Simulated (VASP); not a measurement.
Here is a VASP 6.6.1 calculation.

INCAR

```
SYSTEM = Hf2N
PREC = Accurate
ENCUT = 520
EDIFF = 1E-6
ISMEAR = 0
SIGMA = 0.1
LREAL = .False.
LASPH = .True.
NELM = 100
ALGO = Normal
ISIF = 2
LWAVE = .False.
LCHARG = .False.
GGA = PS
NBANDS = 34
```

KPOINTS

```
regular mesh
0
Gamma
  8 8 12
  0 0 0
```

File POSCAR:

```
Hf2N
1.0
    5.1366727576      0.0000000000      0.0000000000
    0.0000000000      5.1366727576      0.0000000000
    0.0000000000      0.0000000000      3.1306255130
Hf N
4 2
Direct
    0.2943131189      0.2943131189      0.0000000000
    0.7056868811      0.7056868811      0.0000000000
    0.7943131189      0.2056868811      0.5000000000
    0.2056868811      0.7943131189      0.5000000000
    0.0000000000      0.0000000000      0.0000000000
    0.5000000000      0.5000000000      0.5000000000
```

Potentials or basis: VASP PAW PBE potentials, release 64 (Hf_pv, N).

The run is started by

```sh
$ cat potpaw_PBE.64/Hf_pv/POTCAR potpaw_PBE.64/N/POTCAR > POTCAR
$ mpirun -np 1 vasp_std > vasp.out
```

Task: Predict the pressure.

Result: 21.8 GPa.

Task: Predict the band gap on the k mesh.

Result: Zero (band 25 reaches 8.22 eV, above the bottom of band 26 at 5.25 eV).

Forces in eV/Å, atoms in the order of the input:
```
Hf   0.001  0.001  0.000
Hf  -0.001 -0.001  0.000
Hf   0.001 -0.001  0.000
Hf  -0.001  0.001  0.000
N    0.000  0.000  0.000
N    0.000  0.000  0.000
```

Caveat: the cell differs from its parent crystal (equal strain along all axes, cell held: -3.0 %, then relaxed in part); the PAW data sets were made with another functional, which shifts forces and pressure a little; spin-orbit coupling is left out, which moves the levels of the heavy elements.
